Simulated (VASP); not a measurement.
Input of a VASP 6.6.1 run:

Contents of POSCAR:

```
Cu
1.0
    4.0053125431      0.0000000000      0.0000000000
   -2.0026562715      3.4687024124      0.0000000000
    0.0000000000      0.0000000000      2.4828701404
Cu
3
Direct
    0.3333337421      0.0000000000      0.3333333333
    0.0000000000      0.3333337421      0.6666666667
    0.6666662579      0.6666662579      0.0000000000
```

The input INCAR.step1:

```
PREC = Accurate
ENCUT = 520
ISMEAR = 0
SIGMA = 0.1
LREAL = False
LASPH = True
NELM = 100
NBANDS = 24
GGA = PE
ALGO = Normal
EDIFF = 1E-4
LWAVE = True
LCHARG = False
```

INCAR.step2

```
PREC = Accurate
ENCUT = 520
EDIFF = 1E-7
ISMEAR = 0
SIGMA = 0.1
LREAL = False
LASPH = True
NELM = 100
ALGO = Normal
ISIF = 2
LWAVE = False
LCHARG = False
METAGGA = R2SCAN
LMIXTAU = True
NBANDS = 24
ISTART = 1
```

File KPOINTS:

```
regular mesh
0
Gamma
  6 6 6
```

Potentials or basis: VASP PAW PBE potentials, release 64 (Cu).

Launch:

```console
$ cat potpaw_PBE.64/Cu/POTCAR > POTCAR
$ cp INCAR.step1 INCAR
$ mpirun -np 1 vasp_std > vasp.out
$ cp INCAR.step2 INCAR
$ mpirun -np 1 vasp_std > vasp.out
```

Q: Predict the pressure.

A: 0.7 GPa.

Stress tensor (GPa, compression positive):
```
0.78 0.00 0.00
0.00 0.78 0.00
0.00 0.00 0.64
```

Caveat: the k points lie up to 0.42 Å⁻¹ apart; the PAW data sets were made with another functional, which shifts forces and pressure a little.
